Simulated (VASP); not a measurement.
**LiCl: single point with PBE**

The system is LiCl.

```
CELL_PARAMETERS angstrom
0.00000 2.62461 2.62461
2.62461 0.00000 2.62461
2.62461 2.62461 0.00000
ATOMIC_POSITIONS crystal
Li 0.00000 0.00000 0.00000
Cl 0.50000 0.50000 0.50000
```

| Property | Result |
| --- | --- |
| Program | VASP 6.6.1 |
| Task | single point |
| Functional | PBE |
| Potentials or basis | VASP PAW PBE potentials, release 64 (Li_sv, Cl) |
| Cutoff | 520 eV |
| k mesh | 8 × 8 × 8 |
| Occupations | gaussian, width 0.02 eV |
| Spin | no spin polarisation |
| Dipole correction | no |
| Further INCAR settings | ALGO = Normal; EDIFF = 1e-06; NBANDS = 12 |

```json
{
  "Band gap on the k mesh": "5.96 eV"
}
```

Levels at points of the mesh, in eV from the valence-band top:
| k point | band 1 | band 2 | band 3 | band 4 | band 5 | band 6 | band 7 | band 8 | band 9 | band 10 |
| --- | --- | --- | --- | --- | --- | --- | --- | --- | --- | --- |
| (0.00, 0.00, 0.00) | -43.66 | -13.17 | 0.00 | 0.00 | 0.00 | 5.96 | 11.87 | 11.87 | 11.87 | 14.11 |
| (0.50, 0.00, 0.00) | -43.65 | -12.69 | -2.54 | -0.23 | -0.23 | 6.68 | 9.46 | 9.46 | 12.28 | 16.43 |
| (0.50, 0.50, 0.00) | -43.65 | -12.48 | -2.59 | -0.98 | -0.98 | 7.73 | 8.38 | 11.87 | 13.59 | 13.59 |

Run time: 22 s on 1 thread of Intel(R) Xeon(R) Platinum 8375C CPU @ 2.90GHz (Ice Lake), on a shared host, peak memory 0.15 GiB.

 A k mesh can miss the band edges.
